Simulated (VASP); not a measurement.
# Li3H2: single point with PBE

Li3H2:

```
CELL_PARAMETERS angstrom
-1.39798 2.12271 4.29650
1.39798 -2.12271 4.29650
1.39798 2.12271 -4.29650
ATOMIC_POSITIONS crystal
Li 0.81672 0.31672 0.50000
Li 0.18328 0.68328 0.50000
Li 0.50000 0.00000 0.50000
H 0.33333 0.33333 0.00000
H 0.66667 0.66667 0.00000
```

The cell was built from a structure type or drawn by symmetry, and may not be a known phase.

* Program: VASP 6.6.1
* Task: single point
* Functional: PBE
* Potentials or basis: VASP PAW PBE potentials, release 64 (Li_sv, H)
* Cutoff: 520 eV
* k mesh: 14 × 14 × 14
* Occupations: gaussian, width 0.1 eV
* Spin: no spin polarisation
* Dipole correction: no
* Further INCAR settings: ALGO = Normal; EDIFF = 1e-07; NBANDS = 14

```json
{
 "Largest force": "0.003 eV/Å",
 "Band gap on the k mesh": "zero (an odd number of electrons rules out a gap without spin polarisation)"
}
```

Forces in eV/Å, atoms in the order of the input:
```
Li   0.000  0.000  0.003
Li   0.000  0.000 -0.003
Li   0.000  0.000  0.000
H    0.000  0.000  0.001
H    0.000  0.000 -0.001
```

Levels at points of the mesh, in eV from the Fermi level:
```
           k point  band 3  band 4  band 5  band 6  band 7  band 8
(0.00, 0.00, 0.00)  -46.55   -7.07   -3.83    0.70    1.82    2.89
(0.50, 0.00, 0.00)  -46.57   -6.01   -5.51   -1.64    2.51    6.22
(0.00, 0.50, 0.00)  -46.55   -4.58   -3.62    1.14    1.31    5.14
(0.50, 0.50, 0.00)  -46.55   -4.60   -3.57    1.29    2.71    2.83
(0.50, 0.50, 0.50)  -46.55   -6.45   -5.12    0.30    0.40    7.84
```

Wall time 8.5 min on 1 thread of Intel(R) Xeon(R) Platinum 8259CL CPU @ 2.50GHz (Skylake/Cascade Lake), with other jobs on the host, peak memory 0.39 GiB.
